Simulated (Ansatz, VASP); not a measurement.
# Two plane-wave programs on SnO2

```
Sn O
1.0
     4.73735    0.00000    0.00000
     0.00000    4.73735    0.00000
     0.00000    0.00000    3.18640
Sn O
2 4
Direct
  0.00000 0.00000 0.00000
  0.50000 0.50000 0.50000
  0.30562 0.30562 0.00000
  0.19438 0.80562 0.50000
  0.69438 0.69438 0.00000
  0.80562 0.19438 0.50000
```

Alike in both runs: task single point; functional PBE; k mesh 5 × 5 × 7; occupations fermi-dirac, width 0.01 eV; no spin polarisation.

```csv
,VASP,Ansatz
version,VASP 6.6.1,Ansatz 0.2.0
potentials or method,"VASP PAW PBE potentials, release 64 (Sn_d, O), cutoff 520 eV","PAW, plane waves, scalar-relativistic"
valence electrons in the cell,52,52
```

VASP gave:

```
pressure (GPa)                                                : 11.5
traceless stress, the component that is largest in VASP (GPa) : 1.75
rms of the force components (eV/Å)                            : 0.024
```

Problem. Which values does Ansatz return?

Solution. Pressure (GPa): 10.8; traceless stress, the component that is largest in VASP (GPa): 1.53; rms of the force components (eV/Å): 0.017.

Atom by atom the forces differ by 0.008 eV/Å (rms over components). The functional is the same, so the differences come from potentials, cutoffs and numerics.
